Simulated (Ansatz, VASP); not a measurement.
Given: the input of a run of VASP 6.6.1 on MgS.

Contents of INCAR:

```
PREC     = Accurate       # precision mode
ENCUT    = 600            # plane-wave cutoff, eV
EDIFF    = 1E-6           # SCF threshold, eV
ISMEAR   = -1             # smearing method
SIGMA    = 0.05           # smearing width, eV
LREAL    = F              # projectors in reciprocal space
LASPH    = T              # aspherical terms in the spheres
NELM     = 100            # most SCF steps
ALGO     = Normal         # electronic algorithm
ISIF     = 3              # what is computed and relaxed
LWAVE    = F              # write WAVECAR
LCHARG   = F              # write CHGCAR
GGA      = RP             # functional
IVDW     = 12             # dispersion correction
IBRION   = 2              # ionic algorithm
NSW      = 80             # ionic steps
EDIFFG   = -0.01          # ionic threshold
```

Contents of KPOINTS:

```
Automatic mesh
0
Gamma
  8 8 8
```

POSCAR

```
MgS
1.0
    0.0000000000      2.8331200468      2.8331200468
    2.8331200468      0.0000000000      2.8331200468
    2.8331200468      2.8331200468      0.0000000000
S Mg
1 1
Direct
    0.2500000000      0.2500000000      0.2500000000
    0.0000000000      0.0000000000      0.0000000000
```

Potentials or basis: VASP PAW PBE potentials, release 64 (S, Mg).

Command:

```bash
$ cat potpaw_PBE.64/S/POTCAR potpaw_PBE.64/Mg/POTCAR > POTCAR
$ mpirun -np 1 vasp_std > vasp.out
```

Question: Translate it to Ansatz 0.2.0. Potentials there: all-electron LAPW, scalar-relativistic.

Answer: As run (the cutoff follows the program's own potentials):

The input input.yaml:

```yaml
crystal:
  lattice:
    - [0.0, 2.8331200468, 2.8331200468]
    - [2.8331200468, 0.0, 2.8331200468]
    - [2.8331200468, 2.8331200468, 0.0]
  atoms:
    - { symbol: S, position: [0.25, 0.25, 0.25] }
    - { symbol: Mg, position: [0.0, 0.0, 0.0] }
kpoints:
  mp_grid: { grid: [8, 8, 8] }
scf:
  occupations: { method: fermi_dirac, width: 0.05 }
hamiltonian:
  xc: rpbe
  dispersion: d3bj
  pseudopotentials: { kind: all_electron, lapw: { basis_error: 0.001 } }
output:
  forces: true
  stress: true
relax:
  f_tol: 0.01
  max_steps: 60
  cell: {}
```

Potentials or basis: all-electron LAPW, scalar-relativistic.

Run with:

```sh
$ ansatz run input.yaml --threads 1 --pin off --max-ram 3072MiB --backend cpu --events-out ev --progress --plain --runs-dir out
```

Both were run:

|  | VASP | Ansatz | Ansatz less VASP |
| --- | --- | --- | --- |
| relaxed volume (Å³/atom) | 20.57 | 20.63 | +0.056 |
| relaxed cell length with the largest relative difference (Å) | 3.875 | 3.878 | +0.0035 |

VASP's potentials were made for PBE, not for RPBE. Ansatz ran all-electron here, and VASP with PAW potentials.
